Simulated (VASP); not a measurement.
Crystal: Si3N4.

```
Si N
1.0
     4.13078    0.00000    0.00000
     0.00000    4.13078    0.00000
     0.00000    0.00000    4.13078
Si N
3 4
Direct
  0.00000 0.00000 0.50000
  0.50000 0.00000 0.00000
  0.00000 0.50000 0.00000
  0.23952 0.23952 0.76048
  0.76048 0.76048 0.76048
  0.23952 0.76048 0.23952
  0.76048 0.23952 0.23952
```

* Program: VASP 6.6.1
* Task: relaxation of cell and atoms
* Functional: LDA
* Potentials or basis: VASP PAW LDA potentials, release 64 (Si, N)
* Cutoff: 600 eV
* k mesh: 7 × 7 × 7
* Occupations: fermi-dirac, width 0.05 eV
* Spin: no spin polarisation

At the start: pressure -8.9 GPa; volume 10.07 Å³/atom.

Question: How do energy, volume and symmetry change on relaxing?

Answer: Over 6 steps the energy falls by 10.4 meV/atom and the volume is 9.70 Å³/atom (-3.7 %); space group P-43m (No. 215, to 0.05 Å).

Step by step:
```tsv
step	energy change (eV)	largest force (eV/Å)	pressure (GPa)	volume (Å³)
1	0.0000	0.2956	-8.92	70.48
2	0.0820	0.8158	14.54	64.92
3	-0.0711	0.1210	-0.34	68.16
4	-0.0711	0.1299	-0.15	68.11
5	-0.0730	0.0392	0.00	67.95
6	-0.0731	0.0032	0.05	67.89
```

Final structure:
```
CELL_PARAMETERS angstrom
4.07938 0.00000 0.00000
0.00000 4.07938 0.00000
0.00000 0.00000 4.07938
ATOMIC_POSITIONS crystal
Si 0.00000 0.00000 0.50000
Si 0.50000 0.00000 0.00000
Si 0.00000 0.50000 0.00000
N 0.23977 0.23977 0.76023
N 0.76023 0.76023 0.76023
N 0.23977 0.76023 0.23977
N 0.76023 0.23977 0.23977
```
